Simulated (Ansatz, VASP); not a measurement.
# One calculation of SrO, two programs

File INCAR:

```
PREC     = Accurate       # precision mode
ENCUT    = 520            # plane-wave cutoff, eV
EDIFF    = 1E-6           # SCF threshold, eV
ISMEAR   = 0              # smearing method
SIGMA    = 0.1            # smearing width, eV
LREAL    = F              # projectors in reciprocal space
LASPH    = T              # aspherical terms in the spheres
NELM     = 150            # most SCF steps
ALGO     = Normal         # electronic algorithm
ISIF     = 2              # what is computed and relaxed
LWAVE    = F              # write WAVECAR
LCHARG   = F              # write CHGCAR
ISPIN    = 2              # spin polarisation
MAGMOM   = 0 0 1 1        # initial moments
LORBIT   = 11             # projections on sites
LDIPOL   = T            
IDIPOL   = 3            
DIPOL    = 0.5 0.5 0.500
GGA      = PE             # functional
NBANDS   = 28             # bands
```

KPOINTS

```
regular mesh
0
Gamma
  6 6 1
```

The input POSCAR:

```
SrO
1.0
    4.1482010000      0.0000000000      0.0000000000
   -2.0741010000      3.5924480000      0.0000000000
    0.0000000000      0.0000000000     20.0000000000
Sr O
2 2
Direct
    0.0000000000      0.0000000000      0.3702634100
    0.0000000000      0.0000000000      0.6297365900
    0.3333333300      0.6666666700      0.4308508700
    0.3333333300      0.6666666700      0.5691491300
```

Input for Ansatz:

```yaml
crystal:
  lattice:
    - [4.148201, 0.0, 0.0]
    - [-2.074101, 3.592448, 0.0]
    - [0.0, 0.0, 20.0]
  atoms:
    - { symbol: Sr, position: [0.0, 0.0, 0.37026341] }
    - { symbol: Sr, position: [0.0, 0.0, 0.62973659] }
    - { symbol: O, position: [0.33333333, 0.66666667, 0.43085087], spin: 1.0 }
    - { symbol: O, position: [0.33333333, 0.66666667, 0.56914913], spin: 1.0 }
  periodic: [true, true, false]
basis:
  ecutwfc: 420
kpoints:
  mp_grid: { grid: [6, 6, 1] }
hamiltonian:
  xc: pbe
scf:
  occupations: { method: gaussian, width: 0.1 }
  lower_state_search: "off"
output:
  forces: true
  stress: true
  eigenvalues: true
  populations: true
magnetization:
  spin_polarized: true
```

Change from the starting cell: species swapped into a sheet of the InAs type.

Alike in both runs: task single point; functional PBE; k mesh 6 × 6 × 1; occupations gaussian, width 0.1 eV; collinear spin.

|  | VASP | Ansatz |
| --- | --- | --- |
| version | VASP 6.6.1 | Ansatz 0.2.0 |
| potentials or method | VASP PAW PBE potentials, release 64 (Sr_sv, O), cutoff 520 eV | scalar-relativistic, plane waves, PAW |
| valence electrons in the cell | 32 | 32 |

|  | VASP | Ansatz | Ansatz less VASP |
| --- | --- | --- | --- |
| gap on the k mesh at the Fermi level (eV) | none | none | - |
| rms of the force components (eV/Å) | 1.845 | 1.859 | +0.0146 |
| net moment per atom (μB) | 0.03 | 0.03 | 0.000 |
| size of the moment on the site where the two differ most (μB) | 0.13 | 0.16 | +0.027 |

Site moments also hang on the region over which each program counts them. Atom by atom the forces differ by 0.015 eV/Å (rms over components). A gap of «none» marks a metal or a gap that the smearing closes. Ansatz's warnings: seeded moment not kept, slab cell height set.
